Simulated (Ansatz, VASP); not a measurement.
## MgSiSe3: VASP beside Ansatz

INCAR

```
SYSTEM = MgSiSe3
PREC = Accurate ; ENCUT = 600
EDIFF = 1E-6 ; ISMEAR = 0
SIGMA = 0.1 ; LREAL = .False.
LASPH = .True. ; NELM = 100
ALGO = Normal ; ISIF = 3
LWAVE = .False. ; LCHARG = .False.
GGA = PE ; IBRION = 2
NSW = 100 ; EDIFFG = -0.01
```

File KPOINTS:

```
regular mesh
0
Gamma
  8 8 8
  0 0 0
```

File POSCAR:

```
MgSiSe3
1.0
    4.8615657222      0.0000000000      0.0000000000
    0.0000000000      4.8615657222      0.0000000000
    0.0000000000      0.0000000000      4.8615657222
Mg Si Se
1 1 3
Direct
    0.0000000000      0.0000000000      0.0000000000
    0.5000000000      0.5000000000      0.5000000000
    0.0000000000      0.5000000000      0.5000000000
    0.5000000000      0.0000000000      0.5000000000
    0.5000000000      0.5000000000      0.0000000000
```

Input for Ansatz:

```yaml
crystal:
  lattice:
    - [4.8615657222, 0.0, 0.0]
    - [0.0, 4.8615657222, 0.0]
    - [0.0, 0.0, 4.8615657222]
  atoms:
    - { symbol: Mg, position: [0.0, 0.0, 0.0] }
    - { symbol: Si, position: [0.5, 0.5, 0.5] }
    - { symbol: Se, position: [0.0, 0.5, 0.5] }
    - { symbol: Se, position: [0.5, 0.0, 0.5] }
    - { symbol: Se, position: [0.5, 0.5, 0.0] }
basis:
  ecutwfc: 420
kpoints:
  mp_grid: { grid: [8, 8, 8] }
hamiltonian:
  xc: pbe
scf:
  occupations: { method: gaussian, width: 0.1 }
output:
  forces: true
  stress: true
  eigenvalues: true
relax:
  adjacent_minimum: "off"
  f_tol: 0.01
  max_steps: 80
  cell: { stress_tol: 0.05 }
```

Alike in both runs: task relaxation of cell and atoms; functional PBE; k mesh 8 × 8 × 8; occupations gaussian, width 0.1 eV; no spin polarisation.

|  | VASP | Ansatz |
| --- | --- | --- |
| version | VASP 6.6.1 | Ansatz 0.2.0 |
| potentials or method | VASP PAW PBE potentials, release 64 (Mg, Si, Se), cutoff 600 eV | scalar-relativistic, plane waves, PAW |
| valence electrons in the cell | 24 | 62 |

```tsv
	VASP	Ansatz	Ansatz less VASP
gap on the k mesh at the Fermi level, each at its own relaxed structure (eV)	none	none	-
relaxed volume (Å³/atom)	22.98	22.96	-0.020
relaxed length of the cell vector where the two differ most in proportion (Å)	4.862	4.860	-0.0014
```

A gap of «none» marks a metal or a gap that the smearing closes. VASP's potentials hold 24 valence electrons a cell and Ansatz's 62, so a difference there can come from the potentials and not from the codes.

Noted on VASP's run: the relaxation stopped at its first step, so nothing moved.
